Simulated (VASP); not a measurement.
Here is a VASP 6.6.1 calculation.

The input INCAR:

```
  PREC = Accurate
  ENCUT = 520
  EDIFF = 1E-6
  ISMEAR = 0
  SIGMA = 0.05
  LREAL = False
  LASPH = True
  NELM = 60
  ALGO = Normal
  ISIF = 2
  LWAVE = False
  LCHARG = False
  GGA = PS
  NBANDS = 24
```

KPOINTS

```
Automatic mesh
0
Gamma
  8 8 6
```

The input POSCAR:

```
BaS
1.0
    4.3103072493      0.0000000000      0.0000000000
   -2.1551536246      3.7328355760      0.0000000000
    0.0000000000      0.0000000000      7.6022064657
Ba S
2 2
Direct
    0.0000000000      0.0000000000      0.0000000000
    0.0000000000      0.0000000000      0.5000000000
    0.3333333333      0.6666666667      0.2500000000
    0.6666666667      0.3333333333      0.7500000000
```

Potentials or basis: VASP PAW PBE potentials, release 64 (Ba_sv, S).

Command:

```sh
$ cat potpaw_PBE.64/Ba_sv/POTCAR potpaw_PBE.64/S/POTCAR > POTCAR
$ mpirun -np 1 vasp_std > vasp.out
```

(1) Estimate the band gap on the k mesh.

(2) Estimate the pressure.

Results:

(1) 2.09 eV.

(2) 2.9 GPa.

Caveat: the PAW data sets were made with another functional, which shifts forces and pressure a little; spin-orbit coupling is left out, which moves the levels of the heavy elements.
